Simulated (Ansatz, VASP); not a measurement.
## Two plane-wave programs on KMgH3

Contents of INCAR:

```
PREC     = Accurate       # precision mode
ENCUT    = 520            # plane-wave cutoff, eV
EDIFF    = 1E-7           # SCF threshold, eV
ISMEAR   = 0              # smearing method
SIGMA    = 0.05           # smearing width, eV
LREAL    = F              # projectors in reciprocal space
LASPH    = T              # aspherical terms in the spheres
NELM     = 100            # most SCF steps
ALGO     = Normal         # electronic algorithm
ISIF     = 2              # what is computed and relaxed
LWAVE    = F              # write WAVECAR
LCHARG   = F              # write CHGCAR
GGA      = CA             # functional
NBANDS   = 15             # bands
```

Contents of KPOINTS:

```
Automatic mesh
0
Gamma
  8 8 8
```

The input POSCAR:

```
KMgH3
1.0
    3.8237500000      0.0000000000      0.0000000000
    0.0000000000      3.8237500000      0.0000000000
    0.0000000000      0.0000000000      3.8237500000
K Mg H
1 1 3
Direct
    0.0000000000      0.0000000000      0.0000000000
    0.5000000000      0.5000000000      0.5000000000
    0.0000000000      0.5000000000      0.5000000000
    0.5000000000      0.0000000000      0.5000000000
    0.5000000000      0.5000000000      0.0000000000
```

Input for Ansatz:

```yaml
crystal:
  lattice:
    - [3.82375, 0.0, 0.0]
    - [0.0, 3.82375, 0.0]
    - [0.0, 0.0, 3.82375]
  atoms:
    - { symbol: K, position: [0.0, 0.0, 0.0] }
    - { symbol: Mg, position: [0.5, 0.5, 0.5] }
    - { symbol: H, position: [0.0, 0.5, 0.5] }
    - { symbol: H, position: [0.5, 0.0, 0.5] }
    - { symbol: H, position: [0.5, 0.5, 0.0] }
basis:
  ecutwfc: 420
kpoints:
  mp_grid: { grid: [8, 8, 8] }
hamiltonian:
  xc: lda
scf:
  occupations: { method: gaussian, width: 0.05 }
output:
  forces: true
  stress: true
  eigenvalues: true
```

Change from the starting cell: strain -0.050 along x and y, -0.050 along z, atoms carried along.

Alike in both runs: task single point; functional LDA; k mesh 8 × 8 × 8; occupations gaussian, width 0.05 eV; no spin polarisation.

|  | VASP | Ansatz |
| --- | --- | --- |
| version | VASP 6.6.1 | Ansatz 0.2.0 |
| potentials or method | VASP PAW LDA potentials, release 64 (K_sv, Mg, H), cutoff 520 eV | scalar-relativistic, plane waves, PAW |
| valence electrons in the cell | 14 | 22 |

```csv
,VASP,Ansatz,Ansatz less VASP
gap on the k mesh at the Fermi level (eV),2.60,2.59,-0.007
least direct gap on the mesh (eV),5.04,5.03,-0.012
pressure (GPa),3.0,3.2,+0.19
```

LDA's correlation is that of Perdew and Zunger in VASP and of Perdew and Wang (1992) in Ansatz. VASP's potentials hold 14 valence electrons a cell and Ansatz's 22, so a difference there can come from the potentials and not from the codes.
